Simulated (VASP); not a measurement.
# AlN (P6_3mc) in VASP: phonons with r2SCAN

Aim: the phonons of AlN with r2SCAN.

Everything below comes from runs of VASP 6.6.1. Logs are shortened: lines on timing, memory, paths and dates and some standing lists are left out, and cuts for length are marked.

## 1. The cell of the first run

It takes space group P6_3mc (No. 186, hexagonal). Conventional cell: a = 3.107 Å, b = 3.107 Å, c = 4.979 Å, α = 90.00°, β = 90.00°, γ = 120.00°. Within 2.5 Å of Al (site symmetry 3m) lie 4 N at 1.89 to 1.90 Å. N (site symmetry 3m) has 4 Al at 1.89 to 1.90 Å within 2.5 Å.

## 2. Phonons, r2SCAN

The input, INCAR:

```
SYSTEM = AlN
PREC = Accurate ; ENCUT = 660
EDIFF = 1E-8 ; ISMEAR = 0
SIGMA = 0.01 ; LREAL = .False.
LASPH = .True. ; NELM = 120
ALGO = Normal ; ISIF = 2
LWAVE = .False. ; LCHARG = .False.
METAGGA = R2SCAN ; LMIXTAU = .True.
NBANDS = 16 ; IBRION = 6
NFREE = 2 ; POTIM = 0.015
NSW = 1 ; GGA_COMPAT = .False.
```

The input, KPOINTS:

```
regular mesh
0
Gamma
  8 8 4
  0 0 0
```

The input, POSCAR:

```
AlN
1.0
    3.1066957301      0.0000000000      0.0000000000
   -1.5533478650      2.6904774241      0.0000000000
    0.0000000000      0.0000000000      4.9785212214
Al N
2 2
Direct
    0.3333333333      0.6666666667     -0.0008019306
    0.6666666667      0.3333333333      0.4991980694
    0.3333333333      0.6666666667      0.3808019306
    0.6666666667      0.3333333333      0.8808019306
```

Potentials or basis: VASP PAW PBE potentials, release 64 (Al, N).

Started as:

```
$ cat potpaw_PBE.64/Al/POTCAR potpaw_PBE.64/N/POTCAR > POTCAR
$ mpirun -np 1 vasp_std > vasp.out
```

OUTCAR:

```text
SYSTEM = AlN
   PREC = Accurate
   ENCUT = 660
   EDIFF = 1E-8
   ISMEAR = 0
   LREAL = .False.
   LASPH = .True.
   NELM = 120
   ISIF = 2
   METAGGA = R2SCAN
   IBRION = 6
   NFREE = 2
   POTIM = 0.015
   NSW = 1

 ion  position               nearest neighbor table
   1  0.333  0.667  0.999-   4 1.89   4 1.89   4 1.89   3 1.90   2 3.07   2 3.07   2 3.07   2 3.07
                             2 3.07   2 3.07
   2  0.667  0.333  0.499-   3 1.89   3 1.89   3 1.89   4 1.90   1 3.07   1 3.07   1 3.07   1 3.07
                             1 3.07   1 3.07
   3  0.333  0.667  0.381-   2 1.89   2 1.89   2 1.89   1 1.90
   4  0.667  0.333  0.881-   1 1.89   1 1.89   1 1.89   2 1.90

  LATTYP: Found a hexagonal cell.
 ALAT       =     3.1066957301
 C/A-ratio  =     1.6025132983

  Lattice vectors:

 A1 = (   3.1066957301,   0.0000000000,   0.0000000000)
 A2 = (  -1.5533478650,   2.6904774241,   0.0000000000)
 A3 = (   0.0000000000,   0.0000000000,   4.9785212214)

Analysis of symmetry for initial positions (statically):
=====================================================================
 Subroutine PRICEL returns:
 Original cell was already a primitive cell.

 Routine SETGRP: Setting up the symmetry group for a
 hexagonal supercell.

 Subroutine GETGRP returns: Found 12 space group operations
 (whereof  6 operations were pure point group operations)
 out of a pool of 24 trial point group operations.

The static configuration has the point symmetry C_3v.
 The point group associated with its full space group is C_6v.

Analysis of symmetry for dynamics (positions and initial velocities):
=====================================================================
 Subroutine PRICEL returns:
 Original cell was already a primitive cell.

 Routine SETGRP: Setting up the symmetry group for a
 hexagonal supercell.

 Subroutine GETGRP returns: Found 12 space group operations
 (whereof  6 operations were pure point group operations)
 out of a pool of 24 trial point group operations.
[... 162 lines left out ...]
  --------------------------------------------------------------------------------------
  -------------------------------------------------------------------------------------
  Total       -0.0909300     -0.0909300     -0.0923930     -0.0000000     -0.0000000      0.0000000
  in kB       -3.5009791     -3.5009791     -3.5573046     -0.0000000     -0.0000000      0.0000000
  external PRESSURE =      -3.5197542 kB  Pullay stress =       0.0000000 kB
[... 291 lines left out ...]
--------------------------------------- Ionic step        9  -------------------------------------------

 number of electron      16.0000001 magnetization

 Free energy of the ion-electron system (eV)
  ---------------------------------------------------
  ext. energy  EPLUGINS =         0.00000000
  ---------------------------------------------------
  free energy    TOTEN  =       -38.45187488 eV

  energy without entropy =      -38.45187488  energy(sigma->0) =      -38.45187488

 E-fermi :   5.9945     XC(G=0): -11.4166

 val. band max:        5.8932196509   @ k =   0.0000   0.0000   0.0000
 cond. band min:      10.8357885063   @ k =   0.0000   0.0000   0.0000
 fundamental gap:      4.9425688554
 Fermi energy:         5.9944601950

 k-point     1 :       0.0000    0.0000    0.0000
  band No.  band energies     occupation
      1     -10.0628      2.00000
      2      -7.9399      2.00000
      3      -0.1594      2.00000
      4       5.0445      2.00000
      5       5.0445      2.00000
      6       5.7054      2.00000
[... 433 lines left out ...]
      3       0.7500      2.00000
      4       0.7746      2.00000
      5       4.3736      2.00000
      6       4.4034      2.00000
[... 8 lines left out ...]
     15      20.0699      0.00000
     16      20.2062      0.00000

 [... further k-points ...]
[... 5 lines left out ...]
  --------------------------------------------------------------------------------------
  -------------------------------------------------------------------------------------
  Total       -0.1717935     -0.1717935      0.1001399     -0.0000000      0.0000000     -0.0000000
  in kB       -6.6143753     -6.6143753      3.8555749     -0.0000000      0.0000000     -0.0000000
  external PRESSURE =      -3.1243919 kB  Pullay stress =       0.0000000 kB
[... 19 lines left out ...]
  FREE ENERGIE OF THE ION-ELECTRON SYSTEM (eV)
  ---------------------------------------------------
  free  energy   TOTEN  =       -38.4518748841 eV

  energy  without entropy=      -38.4518748841  energy(sigma->0) =      -38.45187488

 INTERNAL STRAIN TENSORS FROM DISPLACED ATOMS
 ============================================

 INTERNAL STRAIN TENSOR FOR ION    1 for displacements in x,y,z  (eV/Angst):
          X           Y           Z          XY          YZ          ZX
  --------------------------------------------------------------------------------
  x    -0.00000     0.00000     0.00000    -8.90124    -0.00000    -5.25151
  y    -8.90124     8.90124     0.00000     0.00000    -5.25152    -0.00000
  z    -5.48096    -5.48096    12.36342    -0.00000    -0.00000     0.00000

 INTERNAL STRAIN TENSOR FOR ION    4 for displacements in x,y,z  (eV/Angst):
          X           Y           Z          XY          YZ          ZX
  --------------------------------------------------------------------------------
  x     0.00000    -0.00000    -0.00000    10.66888     0.00000     5.25164
  y    10.66888   -10.66888    -0.00000    -0.00000     5.25165     0.00000
  z     5.49802     5.49802   -12.20248     0.00000     0.00000     0.00000

 Eigenvectors and eigenvalues of the dynamical matrix
 ----------------------------------------------------

   1 f  =   22.281018 THz   139.995766 2PiTHz  743.214765 cm-1    92.146845 meV
             X         Y         Z           dx          dy          dz
     -0.000000  1.793652  4.974529    -0.000000    0.000000   -0.028884
      1.553348  0.896826  2.485268    -0.000000    0.000000    0.028884
     -0.000000  1.793652  1.895830     0.000000   -0.000000   -0.706517
      1.553348  0.896826  4.385091     0.000000   -0.000000    0.706517
[... 71 lines left out ...]
  12 f/i=    0.055892 THz     0.351179 2PiTHz    1.864353 cm-1     0.231150 meV
             X         Y         Z           dx          dy          dz
     -0.000000  1.793652  4.974529     0.000000    0.000000   -0.572507
      1.553348  0.896826  2.485268     0.000000    0.000000   -0.572507
     -0.000000  1.793652  1.895830     0.000000    0.000000   -0.415013
      1.553348  0.896826  4.385091     0.000000    0.000000   -0.415013

 ELASTIC MODULI CONTR FROM IONIC RELAXATION (kBar)
 Direction    XX          YY          ZZ          XY          YZ          ZX
 --------------------------------------------------------------------------------
 XX        -696.2380    345.9708    391.8781     -0.0000     -0.0000      0.0000
 YY         345.9708   -696.2380    391.8781     -0.0000      0.0000     -0.0000
 ZZ         391.8781    391.8781   -876.8646      0.0000      0.0000      0.0000
 XY          -0.0000     -0.0000      0.0000   -521.1044     -0.0000      0.0000
 YZ          -0.0000      0.0000      0.0000     -0.0000   -135.1472     -0.0000
 ZX           0.0000     -0.0000      0.0000      0.0000     -0.0000   -135.1470
 --------------------------------------------------------------------------------
```

stdout:

```text
POSCAR found type information on POSCAR AlN
 POSCAR found :  2 types and       4 ions
 scaLAPACK will be used
 -----------------------------------------------------------------------------
|                                                                             |
|                                                                             |
|     You enforced a specific xc type in the INCAR file but a different       |
|     I HOPE YOU KNOW WHAT YOU ARE DOING!                                     |
|                                                                             |
 -----------------------------------------------------------------------------

 LDA part: xc-table for (None), standard interpolation
 POSCAR, INCAR and KPOINTS ok, starting setup
 FFT: planning ... GRIDC
 FFT: planning ... GRID_SOFT
 FFT: planning ... GRID
 WAVECAR not read
 entering main loop
 Found     4 degrees of freedom:
 Finite differences POTIM= 0.01500 DOF=   4
 bond charge predicted
 Finite differences progress:
 bond charge predicted
 Finite differences progress:
 bond charge predicted
 Finite differences progress:
 bond charge predicted
 Finite differences progress:
 bond charge predicted
 Finite differences progress:
 bond charge predicted
 Finite differences progress:
 bond charge predicted
 Finite differences progress:
 bond charge predicted
 Finite differences progress:
```

It took 44 min on 1 thread of Intel Xeon 8259CL, shared host; peak memory 0.34 GiB.

Results:

- Highest phonon frequency at Γ, LO-TO splitting left out: 743 cm⁻¹

Phonon frequencies in cm⁻¹ (negative: imaginary):
| q point | frequencies |
| --- | --- |
| (0.000, 0.000, 0.000) | -2 0 0 250 250 563 625 668 668 681 681 743 |

Caveat: the PAW data sets were made with another functional, which shifts forces and pressure a little.
